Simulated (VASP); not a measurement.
Wanted: the native input for a VASP 6.6.1 run.

| Property | Result |
| --- | --- |
| Task | single point |
| Functional | PBE |
| Potentials or basis | VASP PAW PBE potentials, release 64 (Sn_d, Se) |
| Cutoff | 520 eV |
| k mesh | 8 × 8 × 8 |
| Occupations | gaussian, width 0.012 eV |
| Spin | no spin polarisation |
| Dipole correction | no |
| Further INCAR settings | ALGO = Normal; EDIFF = 1e-06; NBANDS = 17 |

The structure of SnSe lies in POSCAR:

```
SnSe
1.0
    0.0000000000      3.0100000000      3.0100000000
    3.0100000000      0.0000000000      3.0100000000
    3.0100000000      3.0100000000      0.0000000000
Sn Se
1 1
Direct
    0.0000000000      0.0000000000      0.0000000000
    0.5000000000      0.5000000000      0.5000000000
```

The input as run:

INCAR

```
ALGO = Normal ; EDIFF = 1E-6
ENCUT = 520 ; GGA = PE
ISIF = 2 ; ISMEAR = 0
LASPH = True ; LCHARG = False
LREAL = False ; LWAVE = False
NBANDS = 17 ; NELM = 80
PREC = Accurate ; SIGMA = 0.012
```

KPOINTS

```
k-points
0
Gamma
  8 8 8
```

Potentials or basis: VASP PAW PBE potentials, release 64 (Sn_d, Se).

Launch:

```console
$ cat potpaw_PBE.64/Sn_d/POTCAR potpaw_PBE.64/Se/POTCAR > POTCAR
$ mpirun -np 1 vasp_std > vasp.out
```

It gave:

| Property | Result |
| --- | --- |
| Pressure | 0.9 GPa |
| Band gap on the k mesh | 0.58 eV, direct |

Caveat: spin-orbit coupling is left out, which moves the levels of the heavy elements.

Wall time 31 s on 1 thread of Intel Xeon 8259CL (shared host), peak memory 0.19 GiB.
